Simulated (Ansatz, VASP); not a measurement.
KCl: VASP beside Ansatz

```
K Cl
1.0
     3.85839    0.00000    0.00000
     0.00000    3.85839    0.00000
     0.00000    0.00000    3.83920
K Cl
1 1
Direct
  0.00000 0.00000 0.00000
  0.50000 0.50000 0.50000
```

Change from the starting cell: strain +0.0050 x Voigt [1, 1, 0, 0, 0, 0], atoms carried along.

Alike in both runs: task single point; functional PBEsol; k mesh 6 × 6 × 6; occupations gaussian, width 0.05 eV; no spin polarisation.

|  | VASP | Ansatz |
| --- | --- | --- |
| version | VASP 6.6.1 | Ansatz 0.2.0 |
| potentials or method | VASP PAW PBE potentials, release 64 (K_sv, Cl), cutoff 520 eV | scalar-relativistic, plane waves, PAW |
| valence electrons in the cell | 16 | 16 |

|  | VASP | Ansatz | Ansatz less VASP |
| --- | --- | --- | --- |
| gap on the k mesh at the Fermi level (eV) | 4.57 | 4.57 | +0.003 |
| least direct gap on the mesh (eV) | 4.77 | 4.77 | +0.002 |
| pressure (GPa) | -1.6 | -1.6 | -0.02 |
| traceless stress, the component that is largest in VASP (GPa) | 0.14 | 0.14 | 0.000 |

VASP's potentials were made for PBE, not for PBEsol.
